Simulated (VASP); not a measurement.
# H6C2O in VASP: further runs, part 2 of 2

VASP 6.6.1. The steps go on from the part before.

### 3 Relaxation of the atoms, LDA

INCAR reads:

```
PREC = Accurate ; ENCUT = 520
EDIFF = 1E-6 ; ISMEAR = -1
SIGMA = 0.02 ; LREAL = Auto
LASPH = T ; NELM = 100
ALGO = Normal ; ISIF = 2
LWAVE = F ; LCHARG = F
GGA = CA ; IBRION = 2
NSW = 35 ; EDIFFG = -0.3
```

KPOINTS reads:

```
regular mesh
0
Gamma
  1 1 1
```

POSCAR reads:

```
H6C2O
1.0
    7.5290720000      0.0000000000      0.0000000000
    0.0000000000      7.5290720000      0.0000000000
    0.0000000000      0.0000000000      7.5290720000
C O H
8 4 24
Direct
    0.9791809000      0.4559322000      0.7730465000
    0.8097809000      0.5433596000      0.8361806000
   -0.0892373000      0.3918686000      0.3351690000
    0.0670476000      0.5040785000      0.2776383000
    0.4031233000      0.2396509000      0.9511101000
    0.3748275000      0.1037034000      0.8060466000
    0.6447769000     -0.0564408000      0.3918749000
    0.6209886000      0.1298544000      0.3207830000
    0.6658359000      0.4351530000      0.7771427000
    0.1401228000      0.4227281000      0.1228596000
    0.1892940000      0.1010755000      0.7675140000
    0.6195844000      0.2467090000      0.4699719000
    0.5563302000      0.4903845000      0.8171616000
    0.8102813000      0.5546909000      0.9817446000
    0.7994637000      0.6783410000      0.7814897000
    1.0951344000      0.5329762000      0.8143547000
    0.9897019000      0.3223258000      0.8284110000
    0.9788971000      0.4458293000      0.6283937000
    0.2407301000      0.4940206000      0.0849245000
    0.0232801000      0.6404385000      0.2492150000
    0.1660975000      0.5109802000      0.3846851000
   -0.1514144000      0.4476004000      0.4539770000
   -0.1879348000      0.3861164000      0.2290923000
   -0.0452869000      0.2568116000      0.3644016000
    0.1698661000      0.0139891000      0.6743366000
    0.4522327000      0.1397155000      0.6876022000
    0.4207697000     -0.0275611000      0.8505040000
    0.5436222000      0.2480284000      0.9868487000
    0.3584454000      0.3701125000      0.9062745000
    0.3270197000      0.2030343000      1.0689831000
    0.6043393000      0.3668446000      0.4254911000
    0.7299431000      0.1631092000      0.2294563000
    0.4960976000      0.1394739000      0.2457682000
    0.6469512000     -0.1528704000      0.2833209000
    0.7694134000     -0.0659852000      0.4653680000
    0.5358453000     -0.0895925000      0.4816604000
```

Potentials or basis: VASP PAW LDA potentials, release 64 (C, O, H).

Started as:

```
$ cat potpaw_LDA.64/C/POTCAR potpaw_LDA.64/O/POTCAR potpaw_LDA.64/H/POTCAR > POTCAR
$ mpirun -np 1 vasp_gam > vasp.out
```

Run time: 7.8 min. Hardware: 1 thread of AMD EPYC 7R13 (Zen 3), shared host; peak memory 0.29 GiB.

Results (log left out):

| Item | Value |
| --- | --- |
| Free energy | -197.8454 eV |
| Energy gained by relaxing | 20.1 meV/atom |
| Ionic steps | 28 |
| Pressure after relaxing | 0.1 GPa |
| Largest force after relaxing | 0.271 eV/Å |
| Band gap on the k mesh | 4.04 eV |

Forces on the atoms (eV/Å):
```
C    0.138 -0.031  0.012
C    0.076  0.024  0.098
C    0.024  0.010 -0.077
C    0.005 -0.060  0.005
C    0.031  0.219  0.097
C    0.118 -0.117  0.149
C    0.120 -0.117  0.085
C    0.042 -0.115 -0.117
O    0.033  0.006 -0.082
O    0.080  0.074 -0.016
O   -0.265 -0.019  0.051
O   -0.019  0.205 -0.177
H   -0.106 -0.152 -0.140
H    0.040  0.102 -0.055
H   -0.053 -0.002  0.009
H   -0.018 -0.031  0.034
H    0.046 -0.002 -0.068
H   -0.053  0.044 -0.086
H    0.024  0.083  0.115
H   -0.042 -0.163  0.004
H   -0.241 -0.037 -0.088
H    0.061  0.131  0.095
H   -0.055  0.009  0.082
H   -0.120  0.047  0.086
H    0.010 -0.004 -0.077
H    0.044 -0.029  0.027
H    0.039 -0.079  0.123
H    0.023 -0.075 -0.095
H   -0.013  0.079 -0.049
H   -0.063 -0.017  0.007
H    0.140 -0.029  0.105
H   -0.004 -0.048 -0.001
H   -0.079  0.000 -0.083
H    0.058  0.141 -0.170
H    0.099 -0.055  0.062
H   -0.118  0.011  0.136
```

Stress tensor (GPa, compression positive):
```
 0.18 -0.09 -0.29
-0.09 -0.50 -0.13
-0.29 -0.13  0.57
```

Step by step:
```csv
step,energy change (eV),largest force (eV/Å),pressure (GPa)
1,0.0000,1.4639,1.32
2,0.4320,3.9809,0.98
3,-0.1055,0.5082,1.08
4,-0.1543,0.6171,1.24
5,-0.1610,0.9056,1.33
6,-0.1847,0.5387,1.24
7,-0.2018,0.6079,1.07
8,-0.2256,0.3819,0.97
9,-0.2501,0.5905,0.74
10,-0.2792,0.3582,0.68
11,-0.3088,0.7724,0.54
12,-0.3297,0.6246,0.52
13,-0.3723,0.4068,0.45
14,-0.3606,1.0805,0.26
15,-0.3836,0.6514,0.37
16,-0.4157,0.4153,0.47
17,-0.4339,0.7555,0.60
18,-0.4685,0.5037,0.60
19,-0.4938,0.5338,0.58
20,-0.5264,0.3886,0.53
21,-0.5507,0.6402,0.38
22,-0.5805,0.4512,0.24
23,-0.6142,0.6783,-0.22
24,-0.6380,0.3141,-0.30
25,-0.6409,0.4983,-0.35
26,-0.6644,0.3262,-0.24
27,-0.6977,0.5396,0.04
28,-0.7219,0.2714,0.08
```

Final structure:
```yaml
crystal:
  lattice:
    - [7.52907, 0.00000, 0.00000]
    - [0.00000, 7.52907, 0.00000]
    - [0.00000, 0.00000, 7.52907]
  atoms:
    - { symbol: C, position: [0.99785, 0.47116, 0.78263] }
    - { symbol: C, position: [0.82763, 0.56087, 0.83100] }
    - { symbol: C, position: [0.90042, 0.42926, 0.33041] }
    - { symbol: C, position: [0.06542, 0.53573, 0.29384] }
    - { symbol: C, position: [0.40048, 0.23307, 0.93097] }
    - { symbol: C, position: [0.37726, 0.08784, 0.79769] }
    - { symbol: C, position: [0.63846, 0.91531, 0.39321] }
    - { symbol: C, position: [0.58773, 0.09589, 0.32587] }
    - { symbol: O, position: [0.68366, 0.48460, 0.73582] }
    - { symbol: O, position: [0.14360, 0.44253, 0.15061] }
    - { symbol: O, position: [0.19336, 0.06873, 0.76417] }
    - { symbol: O, position: [0.55478, 0.20798, 0.47255] }
    - { symbol: H, position: [0.58459, 0.46602, 0.81729] }
    - { symbol: H, position: [0.80540, 0.54509, 0.97659] }
    - { symbol: H, position: [0.83520, 0.70543, 0.80270] }
    - { symbol: H, position: [0.11121, 0.54901, 0.83255] }
    - { symbol: H, position: [0.00732, 0.33658, 0.83932] }
    - { symbol: H, position: [0.01338, 0.45999, 0.63730] }
    - { symbol: H, position: [0.24990, 0.50081, 0.10508] }
    - { symbol: H, position: [0.03384, 0.67591, 0.25738] }
    - { symbol: H, position: [0.15731, 0.53933, 0.41047] }
    - { symbol: H, position: [0.81527, 0.48192, 0.43706] }
    - { symbol: H, position: [0.82449, 0.42229, 0.20444] }
    - { symbol: H, position: [0.94179, 0.29214, 0.36347] }
    - { symbol: H, position: [0.17667, 0.01538, 0.64776] }
    - { symbol: H, position: [0.44991, 0.12156, 0.67513] }
    - { symbol: H, position: [0.43292, 0.96149, 0.85006] }
    - { symbol: H, position: [0.54006, 0.24590, 0.97450] }
    - { symbol: H, position: [0.35443, 0.35995, 0.87115] }
    - { symbol: H, position: [0.31817, 0.21293, 0.05031] }
    - { symbol: H, position: [0.61887, 0.32066, 0.46589] }
    - { symbol: H, position: [0.69322, 0.15193, 0.23999] }
    - { symbol: H, position: [0.46629, 0.08736, 0.24409] }
    - { symbol: H, position: [0.64977, 0.81338, 0.28873] }
    - { symbol: H, position: [0.76553, 0.92267, 0.46494] }
    - { symbol: H, position: [0.53895, 0.86579, 0.48785] }
```

Levels at points of the mesh, in eV from the valence-band top:
```
           k point  band 38  band 39  band 40  band 41  band 42  band 43
(0.00, 0.00, 0.00)    -0.50    -0.36     0.00     4.04     5.14     5.75
```

Caveat: the k points lie up to 0.83 Å⁻¹ apart; the relaxation stopped at a loose force limit of 0.3 eV/Å, so its end isn't a converged minimum.

### 4 Single point, LDA

INCAR reads:

```
PREC = Accurate
ENCUT = 910
EDIFF = 1E-6
ISMEAR = -1
SIGMA = 0.02
LREAL = Auto
LASPH = True
NELM = 120
ALGO = Normal
ISIF = 2
LWAVE = False
LCHARG = False
NBANDS = 64
GGA_COMPAT = False
```

KPOINTS reads:

```
Automatic mesh
0
Gamma
  1 1 1
```

POSCAR reads:

```
H6C2O
1.0
    7.5290720000      0.0000000000      0.0000000000
    0.0000000000      7.5290720000      0.0000000000
    0.0000000000      0.0000000000      7.5290720000
C O H
8 4 24
Direct
    1.0097605682      0.5047038986      0.7435214368
    0.8237097822      0.5329620658      0.8097933211
   -0.1541117246      0.4507659028      0.3151542172
   -0.0119028601      0.5745482371      0.2520715909
    0.4128531666      0.2721579718      0.9589739563
    0.3880051575      0.0993101039      0.8628022255
    0.6597499657     -0.1402259127      0.3645728334
    0.6454593050      0.0591405713      0.3532979107
    0.7046076512      0.4326215819      0.7043445530
    0.1071865416      0.4748935096      0.1469445394
    0.2107513696      0.0933617414      0.8011468670
    0.6353137032      0.1282036380      0.5272361964
    0.6020829864      0.3964469735      0.7763251050
    0.8157167799      0.4914505875      0.9514578218
    0.7877172635      0.6763175892      0.8032958155
    1.1026698912      0.5938156782      0.8135760837
    1.0538467522      0.3660875075      0.7637345272
    1.0168488392      0.5362428091      0.6000420904
    0.2010960938      0.5529106038      0.1037631857
   -0.0710648747      0.6862405559      0.1752174293
    0.0581816656      0.6342606986      0.3686479228
   -0.2474659564      0.5167615763      0.4067073310
   -0.2294952454      0.3962742320      0.2012374712
   -0.0918013202      0.3383539885      0.3868228687
    0.2036879936      0.0124322764      0.7011192504
    0.4830250085      0.0884080685      0.7507698196
    0.4146041293     -0.0124934891      0.9562233467
    0.5489603404      0.2823074611      1.0132097901
    0.3832818558      0.3844713841      0.8675107006
    0.3183650812      0.2850714057      1.0703972199
    0.6943019760      0.2444595370      0.5411464765
    0.7619730666      0.1128635525      0.2817263071
    0.5257867185      0.0973767575      0.2752809108
    0.6623722537     -0.2007454249      0.2308065248
    0.7823129786     -0.1781489663      0.4355774189
    0.5467644965     -0.1971225720      0.4383469345
```

Potentials or basis: VASP PAW LDA potentials, release 64 (C_h, O_h, H_h).

Started as:

```
$ cat potpaw_LDA.64/C_h/POTCAR potpaw_LDA.64/O_h/POTCAR potpaw_LDA.64/H_h/POTCAR > POTCAR
$ mpirun -np 1 vasp_gam > vasp.out
```

Run time: 1.7 min. Hardware: 1 thread of AMD EPYC 7R43 (Zen 3), shared host; peak memory 0.67 GiB.

It converged, with:

- Free energy: -198.6754 eV
- Pressure: -0.5 GPa
- Largest force: 0.234 eV/Å
- Band gap on the k mesh: 4.24 eV

Forces on the atoms (eV/Å):
```
C   -0.121 -0.015  0.037
C    0.209  0.089  0.027
C    0.054 -0.005 -0.052
C   -0.032  0.001  0.029
C   -0.007 -0.007  0.002
C    0.067  0.001  0.034
C    0.024  0.133 -0.047
C   -0.029 -0.109  0.148
O   -0.121 -0.097  0.042
O    0.032  0.159  0.005
O   -0.059  0.015  0.027
O    0.054 -0.088 -0.210
H    0.088  0.060 -0.064
H    0.011 -0.005 -0.023
H    0.002 -0.092 -0.014
H   -0.041 -0.031 -0.001
H   -0.010  0.065 -0.003
H   -0.015 -0.001  0.001
H   -0.051 -0.067 -0.011
H    0.049 -0.079  0.027
H   -0.076 -0.042 -0.103
H    0.011 -0.045 -0.023
H    0.045  0.032  0.046
H   -0.049  0.064 -0.027
H    0.009 -0.030 -0.054
H   -0.016 -0.013  0.024
H   -0.006  0.023  0.000
H    0.006  0.038  0.001
H    0.029 -0.009  0.027
H    0.007 -0.002  0.002
H   -0.047  0.040  0.080
H    0.007 -0.019  0.005
H    0.025 -0.005  0.034
H    0.006  0.029  0.060
H   -0.027  0.008 -0.033
H   -0.026  0.004  0.006
```

Stress tensor (GPa, compression positive):
```
-0.49 -0.01 -0.23
-0.01 -0.63  0.03
-0.23  0.03 -0.38
```

Levels at points of the mesh, in eV from the valence-band top:
| k point | band 38 | band 39 | band 40 | band 41 | band 42 | band 43 |
| --- | --- | --- | --- | --- | --- | --- |
| (0.00, 0.00, 0.00) | -0.43 | -0.26 | 0.00 | 4.24 | 5.57 | 5.85 |

Caveat: the k points lie up to 0.83 Å⁻¹ apart; the cutoff is under 1.25 times the usual one of these potentials, so pressure, stress and relaxed cells hold a basis-set (Pulay) error.

### 5 The runs side by side

| task | potentials or basis | cell | cutoff (eV) | second run | gap on the mesh (eV) | pressure (GPa) | largest force (eV/Å) |
| --- | --- | --- | --- | --- | --- | --- | --- |
| single point | VASP PAW LDA potentials, release 64 (C, O, H) | as given | 520 | - | 4.30 | 1.3 | 3.81 |
| relaxation of the atoms | VASP PAW LDA potentials, release 64 (C, O, H) | atoms relaxed | 520 | - | 4.04 | 0.1 | 0.27 |
| single point | VASP PAW LDA potentials, release 64 (C_h, O_h, H_h) | as given | 910 | hard_potentials | 4.24 | -0.5 | 0.23 |

Alike in all rows: level LDA; no spin polarisation; k mesh 1 × 1 × 1; smearing fermi-dirac 0.02 eV.

Caveats: all runs use coarse meshes; the relaxation stopped at a loose force limit of 0.3 eV/Å, so its end isn't a converged minimum (some runs); the cutoff is under 1.25 times the usual one of these potentials, so pressure, stress and relaxed cells hold a basis-set (Pulay) error (some runs).

Total energies depend on the potentials used, so only differences within one code and one set of settings carry meaning.
